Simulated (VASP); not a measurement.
A run of VASP 6.6.1 is set up as follows.

The input POSCAR:

```
Pd
1.0
    2.8211160836      0.0000000000      0.0000000000
   -1.4105580418      2.4431581954      0.0000000000
    0.0000000000      0.0000000000      9.2146489525
Pd
4
Direct
    0.0000000000      0.0000000000      0.0000000000
    0.0000000000      0.0000000000      0.5000000000
    0.3333333333      0.6666666667      0.2500000000
    0.6666666667      0.3333333333      0.7500000000
```

Contents of INCAR.step1:

```
SYSTEM = Pd
  PREC = Accurate
  ENCUT = 600
  ISMEAR = 0
  SIGMA = 0.1
  LREAL = .False.
  LASPH = .True.
  NELM = 100
  GGA = PE
  ALGO = Normal
  EDIFF = 1E-4
  LWAVE = .True.
  LCHARG = .False.
```

Contents of INCAR.step2:

```
SYSTEM = Pd
  PREC = Accurate
  ENCUT = 600
  EDIFF = 1E-6
  ISMEAR = 0
  SIGMA = 0.1
  LREAL = .False.
  LASPH = .True.
  NELM = 100
  ALGO = Normal
  ISIF = 3
  LWAVE = .False.
  LCHARG = .False.
  METAGGA = R2SCAN
  LMIXTAU = .True.
  IBRION = 2
  NSW = 80
  EDIFFG = -0.05
  ISTART = 1
```

The input KPOINTS:

```
regular mesh
0
Gamma
  12 12 2
  0 0 0
```

Potentials or basis: VASP PAW PBE potentials, release 64 (Pd).

Command:

```sh
$ cat potpaw_PBE.64/Pd/POTCAR > POTCAR
$ cp INCAR.step1 INCAR
$ mpirun -np 1 vasp_std > vasp.out
$ cp INCAR.step2 INCAR
$ mpirun -np 1 vasp_std > vasp.out
```

(1) Estimate the relaxed volume.

(2) Predict the relaxed cell.

(3) Predict the space group after relaxing (to 0.1 Å).

## Answers

(1) 15.01 Å³/atom.

(2) a = 2.767 Å, b = 2.767 Å, c = 9.057 Å, α = 90.00°, β = 90.00°, γ = 120.00°.

(3) P6_3/mmc (No. 194).

Caveat: the highest band is partly filled, so the run has too few bands; the PAW data sets were made with another functional, which shifts forces and pressure a little.
